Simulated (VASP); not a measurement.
# TaAgS2 (P-3m1) in VASP: notebook, part 2 of 2

VASP 6.6.1. Earlier steps stand in the parts before.

## Step 3: Single point, PBE

This run uses another cell than the first one, of 18.35 Å³/atom.

File INCAR:

```
PREC = Accurate
ENCUT = 520
EDIFF = 1E-6
ISMEAR = 0
SIGMA = 0.1
LREAL = False
LASPH = True
NELM = 60
ALGO = Normal
ISIF = 2
LWAVE = False
LCHARG = True
GGA = PE
LELF = True
LVHAR = True
NBANDS = 25
```

File KPOINTS:

```
Automatic mesh
0
Gamma
  6 6 4
```

File POSCAR:

```
TaAgS2
1.0
    3.3093475565      0.0000000025      0.0000000000
   -1.6546737804      2.8659790526      0.0000000000
    0.0000000000      0.0000000000      7.7407932102
Ta Ag S
1 1 2
Direct
    0.0000000000      0.0000000000      0.5000000000
    0.0000000000      0.0000000000      0.0000000000
    0.3333333333      0.6666666667      0.2933040722
    0.6666666667      0.3333333333      0.7066959278
```

Potentials or basis: VASP PAW PBE potentials, release 64 (Ta_pv, Ag, S).

Run with:

```bash
> cat potpaw_PBE.64/Ta_pv/POTCAR potpaw_PBE.64/Ag/POTCAR potpaw_PBE.64/S/POTCAR > POTCAR
> mpirun -np 1 vasp_std > vasp.out
```

OUTCAR:

```text
PREC = Accurate
   ENCUT = 520
   EDIFF = 1E-6
   ISMEAR = 0
   LREAL = False
   LASPH = True
   NELM = 60
   ISIF = 2
   GGA = PE

 ion  position               nearest neighbor table
   1  0.000  0.000  0.500-   3 2.49   4 2.49   3 2.49   4 2.49   4 2.49   3 2.49
   2  0.000  0.000  0.000-   3 2.97   4 2.97   3 2.97   4 2.97   4 2.97   3 2.97
   3  0.333  0.667  0.293-   1 2.49   1 2.49   1 2.49   2 2.97   2 2.97   2 2.97
   4  0.667  0.333  0.707-   1 2.49   1 2.49   1 2.49   2 2.97   2 2.97   2 2.97

  LATTYP: Found a hexagonal cell.
[... 870 lines left out ...]
  --------------------------------------------------------------------------------------
  -------------------------------------------------------------------------------------
  Total       -0.0020953     -0.0020953      0.0115353     -0.0000000      0.0000000      0.0000000
  in kB       -0.0457257     -0.0457257      0.2517328     -0.0000000      0.0000000      0.0000000
  external PRESSURE =       0.0534272 kB  Pullay stress =       0.0000000 kB

 VOLUME and BASIS-vectors are now :
 -----------------------------------------------------------------------------
  energy-cutoff  :      520.00
  volume of cell :       73.42
      direct lattice vectors                 reciprocal lattice vectors
     3.309347557  0.000000003  0.000000000     0.302174366  0.174460452  0.000000000
    -1.654673780  2.865979053  0.000000000    -0.000000000  0.348920903  0.000000000
     0.000000000  0.000000000  7.740793210     0.000000000  0.000000000  0.129185727

 POSITION                                       TOTAL-FORCE (eV/Angst)
 -----------------------------------------------------------------------------------
      0.00000      0.00000      3.87040         0.000000      0.000000      0.000000
      0.00000      0.00000      0.00000         0.000000      0.000000      0.000000
     -0.00000      1.91065      2.27041        -0.000000      0.000000     -0.010153
      1.65467      0.95533      5.47039         0.000000     -0.000000      0.010153
 -----------------------------------------------------------------------------------
    total drift:                               -0.000000      0.000000     -0.000000

  FREE ENERGIE OF THE ION-ELECTRON SYSTEM (eV)
  ---------------------------------------------------
  free  energy   TOTEN  =       -25.0289248041 eV

  energy  without entropy=      -25.0207725560  energy(sigma->0) =      -25.02484868
```

OSZICAR:

```text
N       E                     dE             d eps       ncg     rms          rms(c)
DAV:   1     0.236204917014E+03    0.23620E+03   -0.17037E+04  1208   0.128E+03
DAV:   2    -0.150869917636E+02   -0.25129E+03   -0.23906E+03  1419   0.318E+02
DAV:   3    -0.265329537606E+02   -0.11446E+02   -0.11309E+02  1511   0.658E+01
DAV:   4    -0.266860911431E+02   -0.15314E+00   -0.15291E+00  1388   0.816E+00
DAV:   5    -0.266885962967E+02   -0.25052E-02   -0.25047E-02  1507   0.107E+00    0.196E+01
DAV:   6    -0.251276500886E+02    0.15609E+01   -0.35817E+00  1418   0.155E+01    0.105E+01
DAV:   7    -0.250393172900E+02    0.88333E-01   -0.81480E-01  1390   0.559E+00    0.343E+00
DAV:   8    -0.250343632667E+02    0.49540E-02   -0.14152E-01  1400   0.292E+00    0.131E+00
DAV:   9    -0.250294156391E+02    0.49476E-02   -0.16864E-02  1400   0.963E-01    0.423E-01
DAV:  10    -0.250288943721E+02    0.52127E-03   -0.37132E-03  1409   0.328E-01    0.205E-01
DAV:  11    -0.250289165136E+02   -0.22141E-04   -0.69089E-04  1368   0.142E-01    0.910E-02
DAV:  12    -0.250289206099E+02   -0.40963E-05   -0.31984E-05  1404   0.373E-02    0.516E-02
DAV:  13    -0.250289252836E+02   -0.46737E-05   -0.10352E-05  1319   0.260E-02    0.140E-02
DAV:  14    -0.250289248041E+02    0.47943E-06   -0.54322E-07   702   0.498E-03
   1 F= -.25028925E+02 E0= -.25024849E+02  d E =-.815225E-02
```

stdout:

```text
POSCAR found type information on POSCAR TaAgS
 POSCAR found :  3 types and       4 ions
 scaLAPACK will be used
 LDA part: xc-table for (Slater+PW92), standard interpolation
 POSCAR, INCAR and KPOINTS ok, starting setup
 FFT: planning ... GRIDC
 FFT: planning ... GRID_SOFT
 FFT: planning ... GRID
 WAVECAR not read
 entering main loop
```

It took 29 s on 1 thread of AMD EPYC 9R45 (Zen 5), shared host; peak memory 0.2 GiB.

Results:

* Free energy: -25.0289 eV
* Pressure: 0.0 GPa
* Largest force: 0.010 eV/Å
* Band gap on the k mesh: zero (bands 17 and 18 overlap by 1.61 eV)

Forces on the atoms (eV/Å):
```
Ta   0.000  0.000  0.000
Ag   0.000  0.000  0.000
S    0.000  0.000 -0.010
S    0.000  0.000  0.010
```

Levels at points of the mesh, in eV from the Fermi level:
```csv
k point,band 14,band 15,band 16,band 17,band 18,band 19,band 20,band 21
"(0.00, 0.00, 0.00)",-3.42,-1.91,-0.99,-0.99,0.23,0.23,1.43,3.54
"(0.50, 0.00, 0.00)",-3.36,-3.16,-2.25,-1.21,1.70,2.71,2.82,3.45
"(0.00, 0.00, 0.50)",-3.64,-0.84,-0.84,-0.35,0.20,0.20,1.23,3.44
"(0.50, 0.00, 0.50)",-3.37,-2.21,-1.94,-1.88,1.80,1.93,2.81,3.47
```

Caveat: the k points lie up to 0.37 Å⁻¹ apart, too coarse for converged energies and pressures of a metal; spin-orbit coupling is left out, which moves the levels of the heavy elements.

## Step 4: Single point, PBE, collinear spin

This run uses another cell than the first one, of 18.35 Å³/atom.

File INCAR:

```
SYSTEM = TaAgS2
ALGO = Normal
EDIFF = 1E-7
ENCUT = 520
GGA = PE
ISIF = 2
ISMEAR = 0
ISPIN = 2
LASPH = .TRUE.
LCHARG = .TRUE.
LELF = .TRUE.
LMAXMIX = 4
LORBIT = 11
LREAL = .FALSE.
LVHAR = .TRUE.
LWAVE = .FALSE.
MAGMOM = 1 1 0 0
NBANDS = 29
NELM = 150
PREC = Accurate
SIGMA = 0.1
```

File KPOINTS:

```
k-points
0
G
  6 6 2
  0 0 0
```

POSCAR: that of step 3 with these lines changed.

```diff
@@ -2,4 +2,4 @@
 1.0
-    3.3093475565      0.0000000025      0.0000000000
-   -1.6546737804      2.8659790526      0.0000000000
+    3.3093475565      0.0000000000      0.0000000000
+   -1.6546737782      2.8659790538      0.0000000000
     0.0000000000      0.0000000000      7.7407932102
```

Run with:

```bash
> cat potpaw_PBE.64/Ta_pv/POTCAR potpaw_PBE.64/Ag/POTCAR potpaw_PBE.64/S/POTCAR > POTCAR
> mpirun -np 1 vasp_std > vasp.out
```

Wall time 46 s (1 thread of AMD EPYC 9R45 (Zen 5), shared host); peak memory 0.23 GiB.

It converged, with:

* Free energy: -25.0101 eV
* Pressure: 0.0 GPa
* Largest force: 0.015 eV/Å
* Band gap on the k mesh: zero (filled and empty bands overlap)
* Net moment: 0.00 μB per cell
* Valence electrons inside the program's atomic spheres: Ta 8.81; Ag 9.68; S 3.73

Forces on the atoms (eV/Å):
```
Ta   0.000  0.000  0.000
Ag   0.000  0.000  0.000
S    0.000  0.000  0.015
S    0.000  0.000 -0.015
```

Stress tensor (GPa, compression positive):
```
 0.33  0.00  0.00
 0.00  0.33  0.00
 0.00  0.00 -0.53
```

Levels at points of the mesh, in eV from the Fermi level:
Spin up:
| k point | band 13 | band 14 | band 15 | band 16 | band 17 | band 18 | band 19 | band 20 | band 21 | band 22 |
| --- | --- | --- | --- | --- | --- | --- | --- | --- | --- | --- |
| (0.00, 0.00, 0.00) | -3.47 | -3.47 | -1.96 | -1.03 | -1.03 | 0.21 | 0.21 | 1.39 | 3.51 | 3.51 |
| (0.50, 0.00, 0.00) | -3.55 | -3.42 | -3.23 | -2.29 | -1.25 | 1.64 | 2.65 | 2.80 | 3.43 | 3.82 |
| (0.00, 0.00, 0.50) | -3.67 | -3.67 | -0.88 | -0.88 | -0.38 | 0.18 | 0.18 | 1.17 | 3.41 | 3.41 |
| (0.50, 0.00, 0.50) | -3.54 | -3.44 | -2.27 | -1.97 | -1.92 | 1.74 | 1.88 | 2.80 | 3.45 | 3.75 |
Spin down:
```
           k point  band 13  band 14  band 15  band 16  band 17  band 18  band 19  band 20  band 21  band 22
(0.00, 0.00, 0.00)    -3.47    -3.47    -1.96    -1.03    -1.03     0.21     0.21     1.39     3.51     3.51
(0.50, 0.00, 0.00)    -3.55    -3.42    -3.23    -2.29    -1.25     1.64     2.65     2.80     3.43     3.82
(0.00, 0.00, 0.50)    -3.67    -3.67    -0.88    -0.88    -0.38     0.18     0.18     1.17     3.41     3.41
(0.50, 0.00, 0.50)    -3.54    -3.44    -2.27    -1.97    -1.92     1.74     1.88     2.80     3.45     3.75
```

Caveat: the k points lie up to 0.41 Å⁻¹ apart, too coarse for converged energies and pressures of a metal; spin-orbit coupling is left out, which moves the levels of the heavy elements.

## Step 5: Relaxation of cell and atoms, PBE

File INCAR:

```
SYSTEM = TaAgS2
  PREC = Accurate
  ENCUT = 600
  EDIFF = 1E-7
  ISMEAR = 0
  SIGMA = 0.1
  LREAL = .FALSE.
  LASPH = .TRUE.
  NELM = 100
  ALGO = Normal
  ISIF = 3
  LWAVE = .FALSE.
  LCHARG = .FALSE.
  GGA = PE
  IBRION = 2
  NSW = 90
  EDIFFG = -0.04
```

File KPOINTS:

```
Automatic mesh
0
G
  6 6 4
  0 0 0
```

File POSCAR:

```
TaAgS2
1.0
    3.7791366900      0.0000000000      0.0000000000
   -1.8895683500      3.2728283800      0.0000000000
    0.0000000000      0.0000000000      5.8576618700
Ta Ag S
1 1 2
Direct
    0.0000000000      0.0000000000      0.5000000000
    0.0000000000      0.0000000000      0.0000000000
    0.3333333300      0.6666666700      0.2500000000
    0.6666666700      0.3333333300      0.7500000000
```

Run with:

```bash
> cat potpaw_PBE.64/Ta_pv/POTCAR potpaw_PBE.64/Ag/POTCAR potpaw_PBE.64/S/POTCAR > POTCAR
> mpirun -np 1 vasp_std > vasp.out
```

It took 5.6 min on 1 thread of AMD EPYC 9R45 (Zen 5), shared host; peak memory 0.21 GiB.

The run converged. Its results:

| Property | Result |
| --- | --- |
| Free energy | -25.0226 eV |
| Relaxed volume | 18.28 Å³/atom |
| Relaxed cell | a = 3.309 Å, b = 3.309 Å, c = 7.709 Å, α = 90.00°, β = 90.00°, γ = 120.00° |
| Space group after relaxing (to 0.1 Å) | P-3m1 (No. 164) |
| Energy gained by relaxing | 241.5 meV/atom |
| Ionic steps | 21 |
| Pressure after relaxing | 0.1 GPa |
| Largest force after relaxing | 0.007 eV/Å |
| Band gap on the k mesh | zero (bands 17 and 18 overlap by 1.61 eV) |

Forces on the atoms (eV/Å):
```
Ta   0.000  0.000  0.000
Ag   0.000  0.000  0.000
S    0.000  0.000  0.007
S    0.000  0.000 -0.007
```

Step by step:
| step | energy change (eV) | largest force (eV/Å) | pressure (GPa) | volume (Å³) |
| --- | --- | --- | --- | --- |
| 1 | 0.0000 | 1.6817 | -2.23 | 72.45 |
| 2 | -0.3311 | 0.7247 | 3.06 | 69.78 |
| 3 | -0.3907 | 0.0015 | 7.36 | 68.18 |
| 4 | -0.5722 | 0.2127 | 2.74 | 70.96 |
| 5 | -0.6419 | 0.3835 | -0.47 | 73.66 |
| 6 | -0.6512 | 0.4369 | -1.55 | 74.82 |
| 7 | -0.6618 | 0.4670 | -3.27 | 77.11 |
| 8 | -0.8184 | 0.4920 | -1.79 | 76.33 |
| 9 | -0.7850 | 0.5191 | 6.99 | 72.40 |
| 10 | -0.9302 | 0.6151 | 1.41 | 74.88 |
| 11 | -0.9326 | 0.6118 | 2.36 | 74.42 |
| 12 | -0.8950 | 0.5705 | -2.88 | 77.02 |
| 13 | -0.9475 | 0.1773 | 0.32 | 75.35 |
| 14 | -0.9475 | 0.1932 | 0.40 | 75.31 |
| 15 | -0.9514 | 0.1739 | -0.09 | 75.45 |
| 16 | -0.9530 | 0.1511 | -0.66 | 75.62 |
| 17 | -0.9566 | 0.1582 | -0.47 | 75.16 |
| 18 | -0.9627 | 0.1725 | 0.25 | 73.76 |
| 19 | -0.9651 | 0.0451 | -0.61 | 73.72 |
| 20 | -0.9652 | 0.0059 | -0.46 | 73.73 |
| 21 | -0.9659 | 0.0073 | 0.13 | 73.12 |

Final structure:
```
CELL_PARAMETERS angstrom
3.30935 0.00000 0.00000
-1.65468 2.86599 0.00000
0.00000 0.00000 7.70937
ATOMIC_POSITIONS crystal
Ta 0.00000 0.00000 0.50000
Ag 0.00000 0.00000 0.00000
S 0.33333 0.66667 0.29231
S 0.66667 0.33333 0.70769
```

Levels at points of the mesh, in eV from the Fermi level:
| k point | band 14 | band 15 | band 16 | band 17 | band 18 | band 19 | band 20 | band 21 |
| --- | --- | --- | --- | --- | --- | --- | --- | --- |
| (0.00, 0.00, 0.00) | -3.42 | -1.89 | -1.01 | -1.01 | 0.23 | 0.23 | 1.45 | 3.53 |
| (0.50, 0.00, 0.00) | -3.36 | -3.16 | -2.27 | -1.21 | 1.69 | 2.74 | 2.81 | 3.45 |
| (0.00, 0.00, 0.50) | -3.65 | -0.84 | -0.84 | -0.36 | 0.19 | 0.19 | 1.30 | 3.42 |
| (0.50, 0.00, 0.50) | -3.38 | -2.19 | -1.95 | -1.87 | 1.79 | 1.93 | 2.81 | 3.47 |

Caveat: a cell axis changed by over 15 % at a fixed basis, so the end point is rough; spin-orbit coupling is left out, which moves the levels of the heavy elements.

## Step 6: Single point, PBE, collinear spin

File INCAR:

```
SYSTEM = TaAgS2
PREC = Accurate
ENCUT = 520
EDIFF = 1E-6
ISMEAR = 0
SIGMA = 0.1
LREAL = .FALSE.
LASPH = .TRUE.
NELM = 150
ALGO = Normal
ISIF = 2
LWAVE = .FALSE.
LCHARG = .TRUE.
ISPIN = 2
MAGMOM = 1 1 0 0
LORBIT = 11
LMAXMIX = 4
GGA = PE
LELF = .TRUE.
LVHAR = .TRUE.
NBANDS = 29
```

File KPOINTS:

```
regular mesh
0
G
  6 6 4
  0 0 0
```

POSCAR is that of step 5.

Potentials or basis: VASP PAW PBE potentials, release 64 (Ta_pv, Ag, S).

Run with:

```bash
> cat potpaw_PBE.64/Ta_pv/POTCAR potpaw_PBE.64/Ag/POTCAR potpaw_PBE.64/S/POTCAR > POTCAR
> mpirun -np 1 vasp_std > vasp.out
```

Run time: 68 s. Hardware: 1 thread of AMD EPYC 9R45 (Zen 5), shared host; peak memory 0.23 GiB.

Results (log left out):

- Free energy: -24.0562 eV
- Pressure: -2.2 GPa
- Largest force: 1.682 eV/Å
- Band gap on the k mesh: zero (filled and empty bands overlap)
- Net moment: 0.00 μB per cell
- Valence electrons inside the program's atomic spheres: Ta 8.61; Ag 9.93; S 3.69

Forces in eV/Å, atoms in the order of the input:
```
Ta   0.000  0.000  0.000
Ag   0.000  0.000  0.000
S    0.000  0.000  1.682
S    0.000  0.000 -1.682
```

Stress tensor (GPa, compression positive):
```
-5.33  0.00  0.00
 0.00 -5.33  0.00
 0.00  0.00  3.91
```

Levels at points of the mesh, in eV from the Fermi level:
Spin up:
| k point | band 13 | band 14 | band 15 | band 16 | band 17 | band 18 | band 19 | band 20 | band 21 | band 22 |
| --- | --- | --- | --- | --- | --- | --- | --- | --- | --- | --- |
| (0.00, 0.00, 0.00) | -3.37 | -2.70 | -2.70 | -2.32 | -0.04 | -0.04 | 0.92 | 1.63 | 2.49 | 2.91 |
| (0.50, 0.00, 0.00) | -4.10 | -4.03 | -3.06 | -2.68 | -0.59 | 1.09 | 1.14 | 3.23 | 3.38 | 3.42 |
| (0.00, 0.00, 0.50) | -4.73 | -4.00 | -1.24 | -1.24 | -0.56 | -0.56 | -0.56 | 2.64 | 2.64 | 3.51 |
| (0.50, 0.00, 0.50) | -4.41 | -4.07 | -1.89 | -1.46 | -1.44 | 1.06 | 1.09 | 1.95 | 2.33 | 2.56 |
Spin down:
```csv
k point,band 14,band 15,band 16,band 17,band 18,band 19,band 20,band 21
"(0.00, 0.00, 0.00)",-2.70,-2.70,-2.32,-0.04,-0.04,0.92,1.63,2.49
"(0.50, 0.00, 0.00)",-4.03,-3.06,-2.68,-0.59,1.09,1.14,3.23,3.38
"(0.00, 0.00, 0.50)",-4.00,-1.24,-1.24,-0.56,-0.56,-0.56,2.64,2.64
"(0.50, 0.00, 0.50)",-4.07,-1.89,-1.46,-1.44,1.06,1.09,1.95,2.33
```

Caveat: the stress differs along the axes, from -5 to 4 GPa; spin-orbit coupling is left out, which moves the levels of the heavy elements; forces of over 1 eV/Å act on the atoms, so gaps and moduli don't describe the material at rest.

## Step 7: Single point, PBE

This run uses another cell than the first one, of 18.55 Å³/atom.

File INCAR:

```
ALGO = Normal
EDIFF = 1E-6
ENCUT = 520
GGA = PE
ISIF = 2
ISMEAR = 0
LASPH = T
LCHARG = F
LREAL = F
LWAVE = F
NBANDS = 25
NELM = 80
PREC = Accurate
SIGMA = 0.1
```

File KPOINTS:

```
k-points
0
Gamma
  18 18 6
```

File POSCAR:

```
TaAgS2
1.0
    3.2874504954      0.0000000000      0.0000000000
   -1.6437252477      2.8470156427      0.0000000000
    0.0000000000      0.0000000000      7.9260983512
Ta Ag S
1 1 2
Direct
    0.0000000000      0.0000000000      0.5000000000
    0.0000000000      0.0000000000      0.0000000000
    0.3333333333      0.6666666667      0.2971775588
    0.6666666667      0.3333333333      0.7028224412
```

Run with:

```bash
> cat potpaw_PBE.64/Ta_pv/POTCAR potpaw_PBE.64/Ag/POTCAR potpaw_PBE.64/S/POTCAR > POTCAR
> mpirun -np 1 vasp_std > vasp.out
```

It took 2.7 min on 1 thread of AMD EPYC 9R45 (Zen 5), shared host; peak memory 0.44 GiB.

Results (log left out):

```
Free energy            : -25.0553 eV
Pressure               : 0.0 GPa
Largest force          : 0.005 eV/Å
Band gap on the k mesh : zero (bands 17 and 18 overlap by 1.93 eV)
```

Forces on the atoms (eV/Å):
```
Ta   0.000  0.000  0.000
Ag   0.000  0.000  0.000
S    0.000  0.000 -0.005
S    0.000  0.000  0.005
```

Levels at points of the mesh, in eV from the Fermi level:
```csv
k point,band 13,band 14,band 15,band 16,band 17,band 18,band 19,band 20,band 21,band 22
"(0.00, 0.00, 0.00)",-3.39,-3.39,-2.09,-0.88,-0.88,0.25,0.25,1.32,3.58,3.58
"(0.50, 0.00, 0.00)",-3.38,-3.31,-3.17,-2.15,-1.30,1.75,2.59,2.90,3.55,3.84
"(0.00, 0.00, 0.50)",-3.58,-3.58,-0.77,-0.77,-0.45,0.22,0.22,0.88,3.50,3.50
"(0.50, 0.00, 0.50)",-3.33,-3.33,-2.30,-1.94,-1.86,1.89,1.92,2.90,3.51,3.89
```

Caveat: spin-orbit coupling is left out, which moves the levels of the heavy elements.

## Step 8: The runs side by side

| task | spin | cell | k mesh | cutoff (eV) | gap on the mesh (eV) | pressure (GPa) | moment (μB) | largest force (eV/Å) |
| --- | --- | --- | --- | --- | --- | --- | --- | --- |
| single point | off | a = 3.779, b = 3.779, c = 5.858 Å, angles 90.0, 90.0, 120.0°, 4 atoms, atomic positions A | 6 × 6 × 4 | 520 | none | -2.3 | - | 1.68 |
| single point | off | a = 3.309, b = 3.309, c = 7.741 Å, angles 90.0, 90.0, 120.0°, 4 atoms, atomic positions B | 6 × 6 × 4 | 520 | none | 0.0 | - | 0.01 |
| single point | collinear | a = 3.309, b = 3.309, c = 7.741 Å, angles 90.0, 90.0, 120.0°, 4 atoms, atomic positions B | 6 × 6 × 2 | 520 | none | 0.0 | 0.00 | 0.02 |
| relaxation of cell and atoms | off | relaxed from a = 3.779, b = 3.779, c = 5.858 Å, angles 90.0, 90.0, 120.0°, 4 atoms, atomic positions A | 6 × 6 × 4 | 600 | none | 0.1 | - | 0.01 |
| single point | collinear | a = 3.779, b = 3.779, c = 5.858 Å, angles 90.0, 90.0, 120.0°, 4 atoms, atomic positions A | 6 × 6 × 4 | 520 | none | -2.2 | 0.00 | 1.68 |
| single point | off | a = 3.287, b = 3.287, c = 7.926 Å, angles 90.0, 90.0, 120.0°, 4 atoms, atomic positions C | 18 × 18 × 6 | 520 | none | 0.0 | - | - |

Alike in all rows: level PBE; potentials or basis VASP PAW PBE potentials, release 64 (Ta_pv, Ag, S); smearing gaussian 0.1 eV.

Caveats: some runs use coarse meshes; spin-orbit coupling is left out, which moves the levels of the heavy elements; the stress differs along the axes, from -5 to 4 GPa (at least some runs); forces of over 1 eV/Å act on the atoms, so gaps and moduli don't describe the material at rest (at least some runs); a cell axis changed by over 15 % at a fixed basis, so the end point is rough (at least some runs).

Total energies depend on the potentials used, so only differences within one code and one set of settings carry meaning.
